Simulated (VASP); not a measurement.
# BeS (f.blda) (F-43m) in VASP: a series of runs, part 3 of 3

VASP 6.6.1.

**4. Single point, LDA**

This run uses another cell than the first one, of 14.17 Å³/atom, 1.028 times its volume.

Input file INCAR:

```
PREC     = Accurate       # precision mode
ENCUT    = 600            # plane-wave cutoff, eV
EDIFF    = 1E-6           # SCF threshold, eV
ISMEAR   = 0              # smearing method
SIGMA    = 0.1            # smearing width, eV
LREAL    = False          # projectors in reciprocal space
LASPH    = True           # aspherical terms in the spheres
NELM     = 120            # most SCF steps
ALGO     = Normal         # electronic algorithm
ISIF     = 2              # what is computed and relaxed
LWAVE    = False          # write WAVECAR
LCHARG   = False          # write CHGCAR
NBANDS   = 11             # bands
GGA_COMPAT= False
```

Input file KPOINTS:

```
Automatic mesh
0
Gamma
  6 6 6
```

Input file POSCAR:

```
BeS
1.0
    0.0000000000      2.4200000000      2.4200000000
    2.4200000000      0.0000000000      2.4200000000
    2.4200000000      2.4200000000      0.0000000000
Be S
1 1
Direct
    0.0000000000      0.0000000000      0.0000000000
    0.2500000000      0.2500000000      0.2500000000
```

Potentials or basis: VASP PAW LDA potentials, release 64 (Be, S).

Run with:

```sh
> cat potpaw_LDA.64/Be/POTCAR potpaw_LDA.64/S/POTCAR > POTCAR
> mpirun -np 1 vasp_std > vasp.out
```

OUTCAR:

```text
PREC = Accurate
   ENCUT = 600
   EDIFF = 1E-6
   ISMEAR = 0
   LREAL = False
   LASPH = True
   NELM = 120
   ISIF = 2

 ion  position               nearest neighbor table
   1  0.000  0.000  0.000-   2 2.10   2 2.10   2 2.10   2 2.10
   2  0.250  0.250  0.250-   1 2.10   1 2.10   1 2.10   1 2.10

  LATTYP: Found a face centered cubic cell.
 ALAT       =     4.8400000000

  Lattice vectors:

 A1 = (   0.0000000000,   2.4200000000,   2.4200000000)
 A2 = (   2.4200000000,   0.0000000000,   2.4200000000)
[... 399 lines left out ...]

  FORCE on cell =-STRESS in cart. coord.  units (eV):
  Direction    XX          YY          ZZ          XY          YZ          ZX
  --------------------------------------------------------------------------------------
  -------------------------------------------------------------------------------------
  Total       -0.4480913     -0.4480913     -0.4480913      0.0000000      0.0000000      0.0000000
  in kB      -25.3280063    -25.3280063    -25.3280063      0.0000000      0.0000000      0.0000000
  external PRESSURE =     -25.3280063 kB  Pullay stress =       0.0000000 kB

 VOLUME and BASIS-vectors are now :
 -----------------------------------------------------------------------------
  energy-cutoff  :      600.00
  volume of cell :       28.34
      direct lattice vectors                 reciprocal lattice vectors
     0.000000000  2.420000000  2.420000000    -0.206611570  0.206611570  0.206611570
     2.420000000  0.000000000  2.420000000     0.206611570 -0.206611570  0.206611570
     2.420000000  2.420000000  0.000000000     0.206611570  0.206611570 -0.206611570

 POSITION                                       TOTAL-FORCE (eV/Angst)
 -----------------------------------------------------------------------------------
      0.00000      0.00000      0.00000        -0.000000     -0.000000     -0.000000
      1.21000      1.21000      1.21000         0.000000      0.000000      0.000000
 -----------------------------------------------------------------------------------
    total drift:                                0.000000      0.000000      0.000000

  FREE ENERGIE OF THE ION-ELECTRON SYSTEM (eV)
  ---------------------------------------------------
  free  energy   TOTEN  =       -11.1335952643 eV

  energy  without entropy=      -11.1335952643  energy(sigma->0) =      -11.13359526
```

stdout:

```text
POSCAR found type information on POSCAR BeS
 POSCAR found :  2 types and       2 ions
 scaLAPACK will be used
 LDA part: xc-table for (Slater(with rela. corr.)+CA(PZ))
 , standard interpolation
 POSCAR, INCAR and KPOINTS ok, starting setup
 FFT: planning ... GRIDC
 FFT: planning ... GRID_SOFT
 FFT: planning ... GRID
 WAVECAR not read
 entering main loop
```

Run time: 6.4 s. Hardware: 1 thread of Intel Xeon 8259CL, shared host; peak memory 0.13 GiB.

Results:

- Free energy: -11.1336 eV
- Pressure: -2.5 GPa
- Band gap on the k mesh: 2.89 eV, indirect (least direct gap 5.54 eV)

A k mesh can miss the band edges. A hybrid or GW would open this gap; LDA tends to underestimate it.

**5. Single point, LDA**

Input file INCAR:

```
ALGO = Normal ; EDIFF = 1E-6
ENCUT = 600 ; GGA_COMPAT = False
ISIF = 2 ; ISMEAR = 0
LASPH = True ; LCHARG = True
LELF = True ; LREAL = False
LVHAR = True ; LWAVE = False
NBANDS = 11 ; NELM = 120
PREC = Accurate ; SIGMA = 0.02
```

Input file KPOINTS:

```
k-points
0
Gamma
  8 8 8
```

Input file POSCAR:

```
BeS
1.0
    0.0000000000      2.3980339669      2.3980339669
    2.3980339669      0.0000000000      2.3980339669
    2.3980339669      2.3980339669      0.0000000000
Be S
1 1
Direct
    0.0000000000      0.0000000000      0.0000000000
    0.2500000000      0.2500000000      0.2500000000
```

Potentials or basis: VASP PAW LDA potentials, release 64 (Be, S).

Run with:

```sh
> cat potpaw_LDA.64/Be/POTCAR potpaw_LDA.64/S/POTCAR > POTCAR
> mpirun -np 1 vasp_std > vasp.out
```

OUTCAR:

```text
EDIFF = 1E-6
   ENCUT = 600
   ISIF = 2
   ISMEAR = 0
   LASPH = True
   LREAL = False
   NELM = 120
   PREC = Accurate

 ion  position               nearest neighbor table
   1  0.000  0.000  0.000-   2 2.08   2 2.08   2 2.08   2 2.08
   2  0.250  0.250  0.250-   1 2.08   1 2.08   1 2.08   1 2.08

  LATTYP: Found a face centered cubic cell.
 ALAT       =     4.7960679338

  Lattice vectors:

 A1 = (   0.0000000000,   2.3980339669,   2.3980339669)
 A2 = (   2.3980339669,   0.0000000000,   2.3980339669)
 A3 = (   2.3980339669,   2.3980339669,   0.0000000000)

Analysis of symmetry for initial positions (statically):
=====================================================================
 Subroutine PRICEL returns:
 Original cell was already a primitive cell.

 Routine SETGRP: Setting up the symmetry group for a
 face centered cubic supercell.

 Subroutine GETGRP returns: Found 24 space group operations
 (whereof 24 operations were pure point group operations)
 out of a pool of 48 trial point group operations.

The static configuration has the point symmetry T_d .

Analysis of symmetry for dynamics (positions and initial velocities):
[... 165 lines left out ...]

 k-point     1 :       0.0000    0.0000    0.0000
  band No.  band energies     occupation
      1      -9.5023      2.00000
      2       4.3826      2.00000
      3       4.3826      2.00000
      4       4.3826      2.00000
      5       9.9104      0.00000
      6       9.9104      0.00000
      7       9.9104      0.00000
      8      10.3449      0.00000
      9      17.2628      0.00000
     10      17.2628      0.00000
     11      19.2515      0.00000
[... 309 lines left out ...]
 k-point    24 :      -0.3750    0.2500    0.1250
  band No.  band energies     occupation
      1      -7.4820      2.00000
      2      -1.1243      2.00000
      3       1.4758      2.00000
      4       2.4264      2.00000
      5      10.2979      0.00000
      6      10.9366      0.00000
      7      13.5716      0.00000
      8      14.9111      0.00000
      9      15.7889      0.00000
     10      19.8154      0.00000
     11      20.4346      0.00000

 [... further k-points ...]
[... 5 lines left out ...]
  --------------------------------------------------------------------------------------
  -------------------------------------------------------------------------------------
  Total        0.0143846      0.0143846      0.0143846      0.0000000     -0.0000000      0.0000000
  in kB        0.8356297      0.8356297      0.8356297      0.0000000     -0.0000000      0.0000000
  external PRESSURE =       0.8356297 kB  Pullay stress =       0.0000000 kB

 VOLUME and BASIS-vectors are now :
 -----------------------------------------------------------------------------
  energy-cutoff  :      600.00
  volume of cell :       27.58
      direct lattice vectors                 reciprocal lattice vectors
     0.000000000  2.398033967  2.398033967    -0.208504136  0.208504136  0.208504136
     2.398033967  0.000000000  2.398033967     0.208504136 -0.208504136  0.208504136
     2.398033967  2.398033967  0.000000000     0.208504136  0.208504136 -0.208504136

 POSITION                                       TOTAL-FORCE (eV/Angst)
 -----------------------------------------------------------------------------------
      0.00000      0.00000      0.00000         0.000000      0.000000      0.000000
      1.19902      1.19902      1.19902        -0.000000     -0.000000     -0.000000
 -----------------------------------------------------------------------------------
    total drift:                                0.000000      0.000000      0.000000

  FREE ENERGIE OF THE ION-ELECTRON SYSTEM (eV)
  ---------------------------------------------------
  free  energy   TOTEN  =       -11.1426059809 eV

  energy  without entropy=      -11.1426059809  energy(sigma->0) =      -11.14260598
```

OSZICAR:

```text
N       E                     dE             d eps       ncg     rms          rms(c)
DAV:   1     0.201659499431E+02    0.20166E+02   -0.41621E+03   638   0.707E+02
DAV:   2    -0.101765268789E+02   -0.30342E+02   -0.29222E+02   821   0.118E+02
DAV:   3    -0.113993050651E+02   -0.12228E+01   -0.12199E+01   845   0.238E+01
DAV:   4    -0.114058090365E+02   -0.65040E-02   -0.65031E-02   742   0.195E+00
DAV:   5    -0.114058605129E+02   -0.51476E-04   -0.51476E-04   853   0.180E-01    0.599E+00
DAV:   6    -0.112164011436E+02    0.18946E+00   -0.13103E-01   745   0.167E+00    0.394E+00
DAV:   7    -0.111428895200E+02    0.73512E-01   -0.15759E-01   773   0.188E+00    0.802E-01
DAV:   8    -0.111426467054E+02    0.24281E-03   -0.67768E-03   760   0.469E-01    0.176E-01
DAV:   9    -0.111426061536E+02    0.40552E-04   -0.26583E-04   789   0.106E-01    0.673E-02
DAV:  10    -0.111426048115E+02    0.13421E-05   -0.24850E-05   775   0.236E-02    0.173E-02
DAV:  11    -0.111426059876E+02   -0.11760E-05   -0.33109E-06   740   0.107E-02    0.745E-03
DAV:  12    -0.111426059809E+02    0.66382E-08   -0.75142E-08   364   0.197E-03
   1 F= -.11142606E+02 E0= -.11142606E+02  d E =-.102308E-21
```

Run time: 11 s. Hardware: 1 thread of Intel Xeon 8259CL, shared host; peak memory 0.14 GiB.

Results:

* Free energy: -11.1426 eV
* Pressure: 0.1 GPa
* Band gap on the k mesh: 2.83 eV, indirect (least direct gap 5.53 eV)

Levels at points of the mesh, in eV from the valence-band top:
| k point | band 1 | band 2 | band 3 | band 4 | band 5 | band 6 | band 7 | band 8 | band 9 |
| --- | --- | --- | --- | --- | --- | --- | --- | --- | --- |
| (0.00, 0.00, 0.00) | -13.88 | 0.00 | 0.00 | 0.00 | 5.53 | 5.53 | 5.53 | 5.96 | 12.88 |
| (0.50, 0.00, 0.00) | -12.16 | -6.06 | -1.09 | -1.09 | 5.48 | 6.43 | 6.43 | 11.07 | 15.05 |
| (0.50, 0.50, 0.00) | -11.58 | -5.21 | -2.79 | -2.79 | 2.83 | 4.77 | 12.88 | 12.88 | 15.75 |
